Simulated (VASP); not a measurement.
Runs of VASP 6.6.1 on BaTiO3. The structure is that of space group R3m (No. 160), or close to it. The cells are those of the table. 

```tsv
cell	gap on the mesh (eV)	pressure (GPa)	largest force (eV/Å)
a = 4.060 Å, angles 89.7°, 5 atoms	2.59	1.6	0.09
a = 4.019 Å, angles 89.7°, 5 atoms	(c)	6.8	0.47
a = 4.140 Å, angles 89.7°, 5 atoms	2.42	-6.6	0.58
a = 4.100 Å, angles 89.7°, 5 atoms	(b)	-2.8	(a)
a = 3.977 Å, angles 89.7°, 5 atoms	2.76	12.9	0.90
```

Alike in all rows: task single point; level PBE; potentials or basis VASP PAW PBE potentials, release 64 (Ba_sv, Ti_sv, O); no spin polarisation; k mesh 6 × 6 × 6; cutoff (eV) 520; smearing gaussian 0.01 eV.

**Question.** Fill in the values left out.

**Answer.** (a) 0.26; (b) 2.50; (c) 2.67.

Caveats: spin-orbit coupling is left out, which moves the levels of the heavy elements.

A k mesh can miss the band edges, and the runs leave out spin-orbit coupling on Ba.
